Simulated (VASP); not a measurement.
# BN (P1) in VASP: single point with PBEsol

Aim: the single point of BN with PBEsol.

All numbers are computed with VASP 6.6.1; they aren't measurements. Logs are shortened: lines on timing, memory, paths and dates and some standing lists are left out, and cuts for length are marked.

### 1 The cell of the first run

The typed cell holds 32 atoms: a = 5.088 Å, b = 5.088 Å, c = 8.416 Å, α = 90.00°, β = 90.00°, γ = 120.00°.

### 2 Single point, PBEsol

File INCAR:

```
SYSTEM = BN
ALGO = Normal
EDIFF = 1E-6
ENCUT = 520
GGA = PS
ISIF = 2
ISMEAR = -1
LASPH = .True.
LCHARG = .False.
LREAL = Auto
LWAVE = .False.
NBANDS = 86
NELM = 100
PREC = Accurate
SIGMA = 0.112
```

File KPOINTS:

```
k-points
0
Gamma
  6 6 2
  0 0 0
```

File POSCAR:

```
BN
1.0
    5.0879000026      0.0000000000      0.0000000000
   -2.5439500013      4.4062506542      0.0000000000
    0.0000000000      0.0000000000      8.4156306725
B N
16 16
Direct
    0.1740034726      0.3487314092      0.0003002746
    0.3443875080      0.1646145571      0.2424932937
    0.1791092203      0.3345277234      0.5039202842
    0.3385168939      0.1784571650      0.7589311186
    0.1565644798      0.8532008946     -0.0013512950
    0.3181640761      0.6660594756      0.2416403570
    0.1723823216      0.8146138932      0.5000556897
    0.3544696722      0.6864577704      0.7608879535
    0.6783031184      0.3408319494      0.0056461603
    0.8454446142      0.1727623006      0.2423262236
    0.6715501024      0.3329769718      0.4949486452
    0.8087823087      0.1550724309      0.7473107180
    0.6682946291      0.8395012654      0.0015796796
    0.8274048889      0.6784348496      0.2536760563
    0.6604586171      0.8218064028      0.5003633315
    0.8286440219      0.6666695180      0.7625862220
    0.1816475964      0.3158744496      0.1759802750
    0.3101704959      0.1391931708      0.4307053317
    0.1558040844      0.3386098788      0.6925894478
    0.3103945867      0.1687586700      0.9379558475
    0.1531340005      0.8271422318      0.1822730892
    0.3359991758      0.6671075322      0.4381514759
    0.1798530372      0.8538576888      0.6814752480
    0.3317456084      0.6672330357      0.9383728098
    0.6779553451      0.3385978504      0.1947770837
    0.8445204452      0.1730877474      0.4381110749
    0.6726126147      0.3304403481      0.6926260463
    0.8229915164      0.1576412816      0.9431928882
    0.6548162199      0.8164372121      0.1922597442
    0.8456512455      0.6778132327      0.4223652556
    0.6740826936      0.8308871390      0.6946327884
    0.8298585007      0.6550187964      0.9348864400
```

Potentials or basis: VASP PAW PBE potentials, release 64 (B, N).

On the command line:

```bash
cat potpaw_PBE.64/B/POTCAR potpaw_PBE.64/N/POTCAR > POTCAR
mpirun -np 1 vasp_std > vasp.out
```

OUTCAR:

```text
SYSTEM = BN
   EDIFF = 1E-6
   ENCUT = 520
   GGA = PS
   ISIF = 2
   ISMEAR = -1
   LASPH = .True.
   LREAL = Auto
   NELM = 100
   PREC = Accurate

 ion  position               nearest neighbor table
   1  0.174  0.349  0.000-  17 1.49  20 1.49  24 1.50  28 1.62
   2  0.344  0.165  0.242-  17 1.49  25 1.52  21 1.58  18 1.59
   3  0.179  0.335  0.504-  22 1.57  18 1.57  26 1.58  19 1.59
   4  0.339  0.178  0.759-  20 1.51  23 1.57  27 1.58  19 1.61
   5  0.157  0.853  0.999-  20 1.48  32 1.55  21 1.55  24 1.67
   6  0.318  0.666  0.242-  21 1.52  29 1.54  17 1.65  22 1.66
[... 24 lines left out ...]
  31  0.674  0.831  0.695-  12 1.50   8 1.52  16 1.52  15 1.64
  32  0.830  0.655  0.935-  16 1.45   9 1.51   5 1.55  13 1.63

  LATTYP: Found a hexagonal cell.
 ALAT       =     5.0879000026
 C/A-ratio  =     1.6540479703

  Lattice vectors:

 A1 = (   5.0879000026,   0.0000000000,   0.0000000000)
 A2 = (  -2.5439500013,   4.4062506542,   0.0000000000)
 A3 = (   0.0000000000,   0.0000000000,   8.4156306725)

Analysis of symmetry for initial positions (statically):
=====================================================================
 Subroutine PRICEL returns:
 Original cell was already a primitive cell.

 Routine SETGRP: Setting up the symmetry group for a
 hexagonal supercell.

 Subroutine GETGRP returns: Found  1 space group operations
 (whereof  1 operations were pure point group operations)
 out of a pool of 24 trial point group operations.

The static configuration has the point symmetry C_1 .

Analysis of symmetry for dynamics (positions and initial velocities):
=====================================================================
 Subroutine PRICEL returns:
 Original cell was already a primitive cell.

 Routine SETGRP: Setting up the symmetry group for a
 hexagonal supercell.

 Subroutine GETGRP returns: Found  1 space group operations
 (whereof  1 operations were pure point group operations)
 out of a pool of 24 trial point group operations.

The dynamic configuration has the point symmetry C_1 .

 Subroutine INISYM returns: Found  1 space group operations
 (whereof  1 operations are pure point group operations),
 and found     1 'primitive' translations

----------------------------------------------------------------------------------------

                                     Primitive cell

  volume of cell :     188.6663

  direct lattice vectors                    reciprocal lattice vectors
[... 154 lines left out ...]
   ISYM   =      2    0-nonsym 1-usesym 2-fastsym
   POTIM  = 0.5000    time-step for ionic-motion
   TEBEG  =    0.0;   TEEND  =   0.0 temperature during run
   PSTRESS=    0.0 pullay stress
   NELECT =     128.0000    total number of electrons
   NUPDOWN=      -1.0000    fix difference up-down
   EMIN   =  10.00;   EMAX   =-10.00  energy-range for DOS
   EFERMI =   0.00;   METHOD = LEGACY
   ISMEAR =    -1;   SIGMA  =   0.11  broadening in eV -4-tet -1-fermi 0-gaus
   EFERMI_NEDOS =   21; number of points for ismear=-14 and -15
   IALGO  =     38    algorithm
   IMIX   =      4    mixing-type and parameters
     AMIX     =   0.40;   BMIX     =  1.00
     AMIX_MAG =   1.60;   BMIX_MAG =  1.00
  volume/ion in A,a.u.               =       5.90        39.79
  Fermi-wavevector in a.u.,A,eV,Ry     =   1.438512  2.718393 28.154745  2.069315
  Thomas-Fermi vector in A             =   2.557470
   LORBIT       =      0    0 simple, 1 ext, 2 COOP (PROOUT), +10 PAW based schemes
   GGA     = PS    functional components
   LHFCALC =     F    Hartree Fock is set to
   AEXX    =    0.0000 exact exchange contribution
   IVDW    =     0    specifies the selected vdW correction
   LEPSILON=     F    determine dielectric tensor
   LRPA    =     F    only Hartree local field effects (RPA)
 non-spin polarized calculation
  energy-cutoff  :      520.00
  volume of cell :      188.67
 maximum number of plane-waves:      5120
 NGX is ok and might be reduce to    40
   NGX = 19   NGY = 19   NGZ = 31

 number of electron     128.0000000 magnetization

 Free energy of the ion-electron system (eV)
  ---------------------------------------------------
  ext. energy  EPLUGINS =         0.00000000
  ---------------------------------------------------
  free energy    TOTEN  =      -288.85349975 eV

  energy without entropy =     -288.85349975  energy(sigma->0) =     -288.85349975

 E-fermi :  10.0708     XC(G=0): -13.0174

 val. band max:        7.9522515375   @ k =   0.0000   0.0000   0.0000
 cond. band min:      12.2052206817   @ k =   0.3333   0.3333   0.0000
 fundamental gap:      4.2529691442
 Fermi energy:        10.0707836176

 k-point     1 :       0.0000    0.0000    0.0000
  band No.  band energies     occupation
      1     -13.0583      2.00000
      2     -11.6162      2.00000
      3     -11.3644      2.00000
      4      -9.1838      2.00000
      5      -9.0030      2.00000
      6      -8.9512      2.00000
[... 1885 lines left out ...]
     75      15.1615      0.00000
     76      15.2752      0.00000

 [... further k-points ...]

 [bands above 76 left out]

------------------------ aborting loop because EDIFF is reached ----------------------------------------

  FORCE on cell =-STRESS in cart. coord.  units (eV):
  Direction    XX          YY          ZZ          XY          YZ          ZX
  --------------------------------------------------------------------------------------
  -------------------------------------------------------------------------------------
  Total        3.6019176      3.4889054      6.5800950     -2.1575175     -1.3586031      0.7465167
  in kB       30.5879184     29.6282053     55.8789599    -18.3218986    -11.5374211      6.3395096
  external PRESSURE =      38.6983612 kB  Pullay stress =       0.0000000 kB

 VOLUME and BASIS-vectors are now :
 -----------------------------------------------------------------------------
  energy-cutoff  :      520.00
  volume of cell :      188.67
      direct lattice vectors                 reciprocal lattice vectors
     5.087900003  0.000000000  0.000000000     0.196544743  0.113475160  0.000000000
    -2.543950001  4.406250654  0.000000000     0.000000000  0.226950321  0.000000000
     0.000000000  0.000000000  8.415630673     0.000000000  0.000000000  0.118826507

 POSITION                                       TOTAL-FORCE (eV/Angst)
 -----------------------------------------------------------------------------------
     -0.00184      1.53660      0.00253        -0.818896     -1.779335     -0.878040
      1.33344      0.72533      2.04073        -0.600346     -0.977638      1.873467
      0.06027      1.47401      4.24081        -1.350611     -1.207617     -0.253819
      1.26835      0.78633      6.38688        -1.365128     -0.623214     -2.891331
     -1.37392      3.75942      8.40426         1.693719     -2.527914      0.247950
     -0.07564      2.93483      2.03356         2.001057     -1.060580      1.371788
[... 24 lines left out ...]
      1.31593      3.66110      5.84577        -1.026117     -0.593675     -1.660121
      2.55590      2.88618      7.86766        -0.855809      1.840525      2.470027
 -----------------------------------------------------------------------------------
    total drift:                               -0.003504      0.001349      0.000885

  FREE ENERGIE OF THE ION-ELECTRON SYSTEM (eV)
  ---------------------------------------------------
  free  energy   TOTEN  =      -288.8534997470 eV

  energy  without entropy=     -288.8534997453  energy(sigma->0) =     -288.85349975
```

stdout:

```text
POSCAR found type information on POSCAR B N
 POSCAR found :  2 types and      32 ions
 scaLAPACK will be used
 -----------------------------------------------------------------------------
|                                                                             |
|                                                                             |
|     You enforced a specific xc type in the INCAR file but a different       |
|     I HOPE YOU KNOW WHAT YOU ARE DOING!                                     |
|                                                                             |
 -----------------------------------------------------------------------------

 LDA part: xc-table for (Slater+PW92), standard interpolation
 POSCAR, INCAR and KPOINTS ok, starting setup
 FFT: planning ... GRIDC
 FFT: planning ... GRID_SOFT
 FFT: planning ... GRID
 WAVECAR not read
 entering main loop
```

Run time: 12 min. Hardware: 1 thread of AMD EPYC 9R45 (Zen 5), shared host; peak memory 0.52 GiB.

Results:

* Free energy: -288.8535 eV
* Pressure: 3.9 GPa
* Largest force: 6.881 eV/Å
* Band gap on the k mesh: 4.25 eV

Forces on the atoms (eV/Å):
```
B   -0.819 -1.779 -0.878
B   -0.600 -0.978  1.873
B   -1.351 -1.208 -0.254
B   -1.365 -0.623 -2.891
B    1.694 -2.528  0.248
B    2.001 -1.061  1.372
B   -2.507  2.506 -0.115
B   -2.665 -2.169 -2.634
B   -1.016 -1.455  0.006
B    0.361 -1.227  2.179
B   -0.500 -0.447 -0.027
B    3.580  1.552  1.581
B   -0.345 -1.753  0.843
B    1.623 -1.531 -1.963
B    1.406  1.925 -0.434
B    2.213 -0.117 -3.913
N   -3.785  2.649  2.468
N    2.709  3.609  0.933
N    2.185  0.450 -0.323
N    3.354  0.710 -0.116
N    1.055  0.874 -0.284
N    1.113 -1.566 -1.040
N    0.143 -1.989  3.029
N   -0.330  2.207  0.748
N    0.027 -0.470 -2.620
N   -0.677 -0.732 -0.314
N   -2.870  1.662 -1.404
N   -0.223  1.640 -0.949
N   -1.361  2.996 -2.276
N   -1.169 -2.394  6.344
N   -1.026 -0.594 -1.660
N   -0.856  1.841  2.470
```

Stress tensor (GPa, compression positive):
```
 3.06 -1.83  0.63
-1.83  2.96 -1.15
 0.63 -1.15  5.59
```

Caveat: the cell stands under pressure; the atoms stand as in a frame of molecular dynamics; the PAW data sets were made with another functional, which shifts forces and pressure a little. A k mesh can miss the band edges.
